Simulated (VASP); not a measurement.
Wanted: the native input for a VASP 6.6.1 run.

- Task: single point
- Functional: PBE
- Potentials or basis: VASP PAW PBE potentials, release 64 (C)
- Cutoff: 520 eV
- k mesh: 6 × 6 × 1
- Occupations: gaussian, width 0.05 eV
- Spin: no spin polarisation
- Dipole correction: yes
- Further INCAR settings: ALGO = Normal; EDIFF = 1e-06; NBANDS = 11; NELMDL = -8

The structure of C lies in POSCAR:

```
C
1.0
    2.4665518600      0.0000000000      0.0000000000
   -1.2332759300      2.1360965710      0.0000000000
    0.0000000000      0.0000000000     20.0000000000
C
2
Direct
    0.0000000000      0.0000000000      0.5000000000
    0.6666666667      0.3333333333      0.5000000000
```

One way to write it, as run:

INCAR

```
SYSTEM = C
  ALGO = Normal
  DIPOL = 0.5 0.5 0.500
  EDIFF = 1E-6
  ENCUT = 520
  GGA = PE
  GGA_COMPAT = .False.
  IDIPOL = 3
  ISIF = 2
  ISMEAR = 0
  LASPH = .True.
  LCHARG = .False.
  LDIPOL = .True.
  LREAL = .False.
  LWAVE = .False.
  NBANDS = 11
  NELM = 120
  NELMDL = -8
  PREC = Accurate
  SIGMA = 0.05
```

KPOINTS

```
k-points
0
Gamma
  6 6 1
  0 0 0
```

Potentials or basis: VASP PAW PBE potentials, release 64 (C).

Command:

```console
$ cat potpaw_PBE.64/C/POTCAR > POTCAR
$ mpirun -np 1 vasp_std > vasp.out
```

It gave:

* Band gap on the k mesh: zero (filled and empty bands touch)

Caveat: the k points lie up to 0.49 Å⁻¹ apart.

It took 9.5 s on 1 thread of AMD EPYC 7R13 Processor (Zen 3), with other jobs on the host, peak memory 0.15 GiB.
